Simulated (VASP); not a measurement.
A run of VASP 6.6.1:

The input INCAR:

```
PREC = Accurate
ENCUT = 520
EDIFF = 1E-6
ISMEAR = -1
SIGMA = 0.05
LREAL = F
LASPH = T
NELM = 150
ALGO = Normal
ISIF = 2
LWAVE = F
LCHARG = F
LNONCOLLINEAR = T
MAGMOM = 0 0 0
LORBIT = 11
LSORBIT = T
GGA_COMPAT = F
LORBMOM = T
LMAXMIX = 4
GGA = PE
NBANDS = 22
```

The input KPOINTS:

```
Automatic mesh
0
Gamma
  21 21 21
```

File POSCAR:

```
Au
1.0
    0.0000000000      2.0785962888      2.0785962888
    2.0785962888      0.0000000000      2.0785962888
    2.0785962888      2.0785962888      0.0000000000
Au
1
Direct
    0.0000000000      0.0000000000      0.0000000000
```

Potentials or basis: VASP PAW PBE potentials, release 64 (Au).

Launch:

```sh
$ cat potpaw_PBE.64/Au/POTCAR > POTCAR
$ mpirun -np 1 vasp_ncl > vasp.out
```

Hardware: 1 thread of Intel Xeon 6975P-C (shared host).

Q: How long does it take, and how much memory?

A: Run time: 3.2 min on 1 thread of Intel Xeon 6975P-C, with other jobs on the host, peak memory 0.32 GiB. Counts: scf iterations 12, k points 286.
